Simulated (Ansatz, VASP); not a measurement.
Two plane-wave programs on MgO

File INCAR:

```
SYSTEM = MgO
  PREC = Accurate
  ENCUT = 520
  EDIFF = 1E-7
  ISMEAR = 0
  SIGMA = 0.05
  LREAL = .False.
  LASPH = .True.
  NELM = 80
  ALGO = Normal
  ISIF = 2
  LWAVE = .False.
  LCHARG = .True.
  GGA = PE
  LELF = .True.
  LVHAR = .True.
  NBANDS = 26
```

KPOINTS

```
Automatic mesh
0
Gamma
  9 9 2
  0 0 0
```

The input POSCAR:

```
MgO
1.0
    3.2805263433      0.0000000000      0.0000000000
   -1.6402631717      2.8410191511      0.0000000000
    0.0000000000      0.0000000000     10.5138967343
Mg O
4 4
Direct
    0.3385206287      0.7441036667      0.9694906392
   -0.0036167636     -0.0539917822      0.2208211786
    0.0036167636      0.0539917822      0.7208211786
    0.6614793713      0.2558963333      0.4694906392
    0.3372456779      0.7250709413      0.7800420079
   -0.0047453768     -0.0708399493      0.5296443544
    0.0047453768      0.0708399493      0.0296443544
    0.6627543221      0.2749290587      0.2800420079
```

Input for Ansatz:

```yaml
crystal:
  lattice:
    - [3.2805263433, 0.0, 0.0]
    - [-1.6402631717, 2.8410191511, 0.0]
    - [0.0, 0.0, 10.5138967343]
  atoms:
    - { symbol: Mg, position: [0.3385206287, 0.7441036667, 0.9694906392] }
    - { symbol: Mg, position: [-0.0036167636, -0.0539917822, 0.2208211786] }
    - { symbol: Mg, position: [0.0036167636, 0.0539917822, 0.7208211786] }
    - { symbol: Mg, position: [0.6614793713, 0.2558963333, 0.4694906392] }
    - { symbol: O, position: [0.3372456779, 0.7250709413, 0.7800420079] }
    - { symbol: O, position: [-0.0047453768, -0.0708399493, 0.5296443544] }
    - { symbol: O, position: [0.0047453768, 0.0708399493, 0.0296443544] }
    - { symbol: O, position: [0.6627543221, 0.2749290587, 0.2800420079] }
basis:
  ecutwfc: 520.0
kpoints:
  mp_grid: { grid: [9, 9, 2] }
hamiltonian:
  xc: pbe
  pseudopotentials: { kind: paw, azcp: { folder: soft_1 } }
scf:
  occupations: { method: gaussian, width: 0.05 }
output:
  forces: true
  stress: true
  eigenvalues: true
```

Change from the starting cell: mode 4 frozen in at -0.110 Å and mode 5 at +0.220 Å (largest displacements).

Alike in both runs: task single point; functional PBE; k mesh 9 × 9 × 2; occupations gaussian, width 0.05 eV; no spin polarisation.

```csv
,VASP,Ansatz
version,VASP 6.6.1,Ansatz 0.2.0
potentials or method,"VASP PAW PBE potentials, release 64 (Mg, O), cutoff 520 eV","scalar-relativistic, plane waves, PAW"
valence electrons in the cell,32,64
```

```tsv
	VASP	Ansatz	Ansatz less VASP
gap on the k mesh at the Fermi level (eV)	3.28	3.30	+0.020
least direct gap on the mesh (eV)	3.28	3.30	+0.020
pressure (GPa)	-0.9	-0.4	+0.43
traceless stress, the component that is largest in VASP (GPa)	-2.49	-2.46	+0.035
rms of the force components (eV/Å)	0.129	0.128	-0.0018
```

Atom by atom the forces differ by 0.002 eV/Å (rms over components). With one functional, cell and mesh, what is left measures potentials, basis and numerics. VASP's potentials hold 32 valence electrons a cell and Ansatz's 64, so a difference there can come from the potentials and not from the codes.
